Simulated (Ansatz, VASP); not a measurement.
# Two plane-wave programs on Rh

```
Rh
1.0
     0.00000    1.59652    1.59652
     1.59652    0.00000    1.59652
     1.59652    1.59652    0.00000
Rh
1
Direct
  0.00000 0.00000 0.00000
```

Change from the starting cell: volume scaled by 0.602, to set the pressure.

Alike in both runs: task single point; functional PBEsol; k mesh 21 × 21 × 21; occupations fermi-dirac, width 0.1 eV; no spin polarisation.

|  | VASP | Ansatz |
| --- | --- | --- |
| version | VASP 6.6.1 | Ansatz 0.2.0 |
| potentials or method | VASP PAW PBE potentials, release 64 (Rh_pv) | PAW with Ansatz's default frozen-core files, scalar-relativistic |
| plane-wave cutoff (eV) | 520 | 420 |
| valence electrons in the cell | 15 | 17 |

Ansatz gave:

```
pressure (GPa) : 512.4
```

Question: Which values does VASP return?

Answer: Pressure (GPa): 518.7.

VASP's potentials were made for PBE, not for PBEsol. Both programs put the cell under a high pressure, so it lies far from rest at this level. VASP's potentials hold 15 valence electrons a cell and Ansatz's 17, so a difference there can come from the potentials and not from the codes.

Noted on VASP's run: the cell as given lies far from equilibrium.
